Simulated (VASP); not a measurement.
# NaH (P1) in VASP: settings compared, part 2 of 2

VASP 6.6.1.

### Step 3. Single point, PBE

File INCAR:

```
ALGO     = Normal         # electronic algorithm
EDIFF    = 1E-6           # SCF threshold, eV
ENCUT    = 520            # plane-wave cutoff, eV
GGA      = PE             # functional
ISIF     = 2              # what is computed and relaxed
ISMEAR   = 0              # smearing method
LASPH    = T              # aspherical terms in the spheres
LCHARG   = T              # write CHGCAR
LELF     = T              # ELF
LREAL    = F              # projectors in reciprocal space
LVHAR    = T            
LWAVE    = F              # write WAVECAR
NBANDS   = 11             # bands
NELM     = 100            # most SCF steps
PREC     = Accurate       # precision mode
SIGMA    = 0.05           # smearing width, eV
```

File KPOINTS:

```
k-points
0
Gamma
  11 11 11
```

File POSCAR:

```
NaH
1.0
    0.0000000000      2.4400000000      2.4400000000
    2.4400000000      0.0000000000      2.4400000000
    2.4400000000      2.4400000000      0.0000000000
Na H
1 1
Direct
   -0.0125970000      0.0013660000      0.0060060000
    0.5005580000      0.4984190000      0.5048660000
```

Potentials or basis: VASP PAW PBE potentials, release 64 (Na_pv, H).

The run is started by

```console
> cat potpaw_PBE.64/Na_pv/POTCAR potpaw_PBE.64/H/POTCAR > POTCAR
> mpirun -np 1 vasp_std > vasp.out
```

OUTCAR:

```text
EDIFF = 1E-6
   ENCUT = 520
   GGA = PE
   ISIF = 2
   ISMEAR = 0
   LASPH = T
   LREAL = F
   NELM = 100
   PREC = Accurate

 ion  position               nearest neighbor table
   1  0.987  0.001  0.006-
   2  0.501  0.498  0.505-

  LATTYP: Found a face centered cubic cell.
 ALAT       =     4.8800000000

  Lattice vectors:

 A1 = (   0.0000000000,   2.4400000000,   2.4400000000)
 A2 = (   2.4400000000,   0.0000000000,   2.4400000000)
 A3 = (   2.4400000000,   2.4400000000,   0.0000000000)

Analysis of symmetry for initial positions (statically):
=====================================================================
 Subroutine PRICEL returns:
 Original cell was already a primitive cell.

 Routine SETGRP: Setting up the symmetry group for a
 face centered cubic supercell.

 Subroutine GETGRP returns: Found  1 space group operations
 (whereof  1 operations were pure point group operations)
 out of a pool of 48 trial point group operations.

The static configuration has the point symmetry C_1 .

Analysis of symmetry for dynamics (positions and initial velocities):
=====================================================================
 Subroutine PRICEL returns:
 Original cell was already a primitive cell.

 Routine SETGRP: Setting up the symmetry group for a
 face centered cubic supercell.

 Subroutine GETGRP returns: Found  1 space group operations
 (whereof  1 operations were pure point group operations)
 out of a pool of 48 trial point group operations.

The dynamic configuration has the point symmetry C_1 .

 Subroutine INISYM returns: Found  1 space group operations
 (whereof  1 operations are pure point group operations),
 and found     1 'primitive' translations

----------------------------------------------------------------------------------------

[... 116 lines left out ...]
   LORBIT       =      0    0 simple, 1 ext, 2 COOP (PROOUT), +10 PAW based schemes
   GGA     = PE    functional components
   LHFCALC =     F    Hartree Fock is set to
   AEXX    =    0.0000 exact exchange contribution
   IVDW    =     0    specifies the selected vdW correction
   LEPSILON=     F    determine dielectric tensor
   LRPA    =     F    only Hartree local field effects (RPA)
 non-spin polarized calculation
 Gauss-broadening in eV      SIGMA  =   0.05
  energy-cutoff  :      520.00
  volume of cell :       29.05
 maximum number of plane-waves:       801
 NGX is ok and might be reduce to    28
   NGX = 13   NGY = 13   NGZ = 13

 number of electron       7.9999999 magnetization

 Free energy of the ion-electron system (eV)
  ---------------------------------------------------
  ext. energy  EPLUGINS =         0.00000000
  ---------------------------------------------------
  free energy    TOTEN  =        -5.08542080 eV

  energy without entropy =       -5.08542080  energy(sigma->0) =       -5.08542080

 E-fermi :  -0.9049     XC(G=0):  -7.6720

 val. band max:       -1.2438096376   @ k =  -0.2727   0.4545   0.2727
 cond. band min:       2.6636392256   @ k =  -0.4545   0.0000   0.0909
 fundamental gap:      3.9074488632
 Fermi energy:        -0.9048888146

 k-point     1 :       0.0000    0.0000    0.0000
  band No.  band energies     occupation
      1     -23.3594      2.00000
      2     -23.3593      2.00000
      3     -23.3591      2.00000
      4      -4.7403      2.00000
      5       8.9553      0.00000
      6      14.1721      0.00000
      7      14.1752      0.00000
      8      14.1800      0.00000
      9      14.9687      0.00000
     10      14.9744      0.00000
     11      14.9833      0.00000
[... 309 lines left out ...]
 k-point    24 :       0.0909    0.0000    0.0909
  band No.  band energies     occupation
      1     -23.3659      2.00000
      2     -23.3616      2.00000
      3     -23.3615      2.00000
      4      -4.5553      2.00000
      5       8.4213      0.00000
      6      12.7393      0.00000
      7      12.7487      0.00000
      8      12.8268      0.00000
      9      15.3467      0.00000
     10      16.7947      0.00000
     11      16.7973      0.00000

 [... further k-points ...]

------------------------ aborting loop because EDIFF is reached ----------------------------------------

  FORCE on cell =-STRESS in cart. coord.  units (eV):
  Direction    XX          YY          ZZ          XY          YZ          ZX
  --------------------------------------------------------------------------------------
  -------------------------------------------------------------------------------------
  Total       -0.1246600     -0.1205143     -0.1218235      0.0002150     -0.0008327      0.0003982
  in kB       -6.8744564     -6.6458392     -6.7180322      0.0118564     -0.0459184      0.0219607
  external PRESSURE =      -6.7461093 kB  Pullay stress =       0.0000000 kB

 VOLUME and BASIS-vectors are now :
 -----------------------------------------------------------------------------
  energy-cutoff  :      520.00
  volume of cell :       29.05
      direct lattice vectors                 reciprocal lattice vectors
     0.000000000  2.440000000  2.440000000    -0.204918033  0.204918033  0.204918033
     2.440000000  0.000000000  2.440000000     0.204918033 -0.204918033  0.204918033
     2.440000000  2.440000000  0.000000000     0.204918033  0.204918033 -0.204918033

 POSITION                                       TOTAL-FORCE (eV/Angst)
 -----------------------------------------------------------------------------------
      0.01799      2.42392      2.41260        -0.007668      0.022693      0.019202
      2.44802      2.45323      2.43750         0.007668     -0.022693     -0.019202
 -----------------------------------------------------------------------------------
    total drift:                               -0.000008      0.000025     -0.000041

  FREE ENERGIE OF THE ION-ELECTRON SYSTEM (eV)
  ---------------------------------------------------
  free  energy   TOTEN  =        -5.0854207957 eV

  energy  without entropy=       -5.0854207957  energy(sigma->0) =       -5.08542080
```

stdout:

```text
POSCAR found type information on POSCAR NaH
 POSCAR found :  2 types and       2 ions
 scaLAPACK will be used
 LDA part: xc-table for (Slater+PW92), standard interpolation
 POSCAR, INCAR and KPOINTS ok, starting setup
 FFT: planning ... GRIDC
 FFT: planning ... GRID_SOFT
 FFT: planning ... GRID
 WAVECAR not read
 entering main loop
```

It took 2.6 min on 1 thread of Intel Xeon Platinum 8259CL at 2.50GHz (Skylake/Cascade Lake), shared host; peak memory 0.3 GiB.

What came out:

* Free energy: -5.0854 eV
* Pressure: -0.7 GPa
* Largest force: 0.031 eV/Å
* Band gap on the k mesh: 3.91 eV, indirect (least direct gap 4.65 eV)

Forces on the atoms (eV/Å):
```
Na  -0.008  0.023  0.019
H    0.008 -0.023 -0.019
```

A k mesh can miss the band edges.
